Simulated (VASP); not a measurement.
A run of VASP 6.6.1:

The input INCAR:

```
SYSTEM = SiO2
  ALGO = Normal
  EDIFF = 1E-7
  ENCUT = 520
  GGA = PE
  ISIF = 2
  ISMEAR = -1
  LASPH = .TRUE.
  LCHARG = .FALSE.
  LREAL = .FALSE.
  LWAVE = .FALSE.
  NBANDS = 25
  NELM = 60
  PREC = Accurate
  SIGMA = 0.02
```

The input KPOINTS:

```
k-points
0
G
  6 6 6
  0 0 0
```

POSCAR

```
SiO2
1.0
   -2.3740500000      2.3740500000      3.7440000000
    2.3740500000     -2.3740500000      3.7440000000
    2.3740500000      2.3740500000     -3.7440000000
Si O
2 4
Direct
    0.0000000000      0.0000000000      0.0000000000
    0.7500000000      0.2500000000      0.5000000000
    1.0014241066      0.6250000000      0.8764241066
    0.3750000000      0.2514241066      0.3764241066
    0.7485758934      0.1250000000      0.1235758934
    0.8750000000     -0.0014241066      0.6235758934
```

Potentials or basis: VASP PAW PBE potentials, release 64 (Si, O).

Run with:

```sh
$ cat potpaw_PBE.64/Si/POTCAR potpaw_PBE.64/O/POTCAR > POTCAR
$ mpirun -np 1 vasp_std > vasp.out
```

Hardware: 1 thread of AMD EPYC 7R43 64-Core Processor (Zen 3), with other jobs on the host.

How long does it take, and how much memory?

Wall time 75 s on 1 thread of AMD EPYC 7R43 64-Core Processor (Zen 3), on a shared host, peak memory 0.2 GiB. Counts: scf iterations 15, k points 30.
